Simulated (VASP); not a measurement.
Here is a VASP 6.6.1 calculation.

Contents of INCAR:

```
ALGO = Normal
EDIFF = 1E-7
ENCUT = 520
GGA = CA
ISIF = 2
ISMEAR = 0
LASPH = T
LCHARG = F
LREAL = F
LWAVE = F
NBANDS = 46
NELM = 60
PREC = Accurate
SIGMA = 0.01
```

The input KPOINTS:

```
k-points
0
Gamma
  8 8 8
```

File POSCAR:

```
CdGeAs2
1.0
   -2.9365737474      2.9365737474      5.6158598381
    2.9365737474     -2.9365737474      5.6158598381
    2.9365737474      2.9365737474     -5.6158598381
Cd Ge As
2 2 4
Direct
    0.2500000000      0.7500000000      0.5000000000
    0.5000000000      0.5000000000      0.0000000000
    0.0000000000      0.0000000000      0.0000000000
    0.7500000000      0.2500000000      0.5000000000
    0.8750000000      0.3509965339      0.9759965339
    0.6490034661      0.6250000000      0.5240034661
    0.3750000000      0.8990034661      0.0240034661
    0.1009965339      0.1250000000      0.4759965339
```

Potentials or basis: VASP PAW LDA potentials, release 64 (Cd, Ge_d, As).

Launch:

```bash
$ cat potpaw_LDA.64/Cd/POTCAR potpaw_LDA.64/Ge_d/POTCAR potpaw_LDA.64/As/POTCAR > POTCAR
$ mpirun -np 1 vasp_std > vasp.out
```

(1) Predict the pressure.

(2) Predict the largest force.

(3) What does it give for the band gap on the k mesh?

## Answers

(1) 0.4 GPa.

(2) 0.015 eV/Å.

(3) 0.14 eV (least direct gap 0.20 eV).

Caveat: semilocal functionals underestimate gaps, and a narrow one can read as zero.
